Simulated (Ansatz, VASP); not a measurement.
# HfO2 in VASP and in Ansatz

Contents of INCAR:

```
SYSTEM = HfO2
PREC = Accurate
ENCUT = 520
EDIFF = 1E-7
ISMEAR = -1
SIGMA = 0.02
LREAL = .False.
LASPH = .True.
NELM = 60
ALGO = Normal
ISIF = 2
LWAVE = .False.
LCHARG = .True.
GGA = PE
LELF = .True.
LVHAR = .True.
NBANDS = 56
```

The input KPOINTS:

```
regular mesh
0
Gamma
  6 6 6
  0 0 0
```

POSCAR

```
HfO2
1.0
    5.2465062900      0.0000000000      0.0000000000
    0.0000000000      5.0303689240      0.0000000000
    0.0000000000      0.0000000000      5.0592990150
Hf O
4 8
Direct
    0.0325089808      0.2670184293      0.2410876055
    0.4674910192      0.2670184293      0.7410876055
    0.5325089808      0.7329815707      0.2410876055
    0.9674910192      0.7329815707      0.7410876055
    0.3670347797      0.0700141024      0.3807674676
    0.1329652203      0.0700141024      0.8807674676
    0.7321736821      0.4610933070      0.4911449269
    0.7678263179      0.4610933070      0.9911449269
    0.2678263179      0.5389066930      0.9911449269
    0.2321736821      0.5389066930      0.4911449269
    0.8670347797      0.9299858976      0.3807674676
    0.6329652203      0.9299858976      0.8807674676
```

Input for Ansatz:

```yaml
crystal:
  lattice:
    - [5.24650629, 0.0, 0.0]
    - [0.0, 5.030368924, 0.0]
    - [0.0, 0.0, 5.059299015]
  atoms:
    - { symbol: Hf, position: [0.0325089808, 0.2670184293, 0.2410876055] }
    - { symbol: Hf, position: [0.4674910192, 0.2670184293, 0.7410876055] }
    - { symbol: Hf, position: [0.5325089808, 0.7329815707, 0.2410876055] }
    - { symbol: Hf, position: [0.9674910192, 0.7329815707, 0.7410876055] }
    - { symbol: O, position: [0.3670347797, 0.0700141024, 0.3807674676] }
    - { symbol: O, position: [0.1329652203, 0.0700141024, 0.8807674676] }
    - { symbol: O, position: [0.7321736821, 0.461093307, 0.4911449269] }
    - { symbol: O, position: [0.7678263179, 0.461093307, 0.9911449269] }
    - { symbol: O, position: [0.2678263179, 0.538906693, 0.9911449269] }
    - { symbol: O, position: [0.2321736821, 0.538906693, 0.4911449269] }
    - { symbol: O, position: [0.8670347797, 0.9299858976, 0.3807674676] }
    - { symbol: O, position: [0.6329652203, 0.9299858976, 0.8807674676] }
kpoints:
  mp_grid: { grid: [6, 6, 6] }
  band_path:
    path:
      - [0.0, 0.0, 0.0]
      - [0.5, 0.0, 0.0]
      - [0.5, 0.5, 0.0]
      - [0.0, 0.5, 0.0]
      - [0.0, 0.0, 0.5]
      - [0.5, 0.0, 0.5]
      - [0.5, 0.5, 0.5]
      - [0.0, 0.5, 0.5]
      - [0.1, 0.5, 0.0]
      - [0.265625, -0.5, 0.354167]
    npoints: 1
hamiltonian:
  xc: pbe
scf:
  occupations: { method: fermi_dirac, width: 0.02 }
  n_extra_bands: 7
output:
  forces: true
  stress: true
  eigenvalues: true
```

Alike in both runs: task single point; functional PBE; k mesh 6 × 6 × 6; occupations fermi-dirac, width 0.02 eV; no spin polarisation.

```csv
,VASP,Ansatz
version,VASP 6.6.1,Ansatz 0.2.0
potentials or method,"VASP PAW PBE potentials, release 64 (Hf_pv, O)","plane waves, PAW"
plane-wave cutoff (eV),520,420
valence electrons in the cell,88,152
```

```csv
,VASP,Ansatz,Ansatz less VASP
gap on the k mesh at the Fermi level (eV),4.39,4.44,+0.046
pressure (GPa),2.5,5.8,+3.32
"traceless stress, the component that is largest in VASP (GPa)",0.10,0.11,+0.009
rms of the force components (eV/Å),0.016,0.027,+0.0117
```

Atom by atom the forces differ by 0.027 eV/Å (rms over components). VASP's potentials hold 88 valence electrons a cell and Ansatz's 152, so a difference there can come from the potentials and not from the codes.

Neither program's run includes spin-orbit coupling.
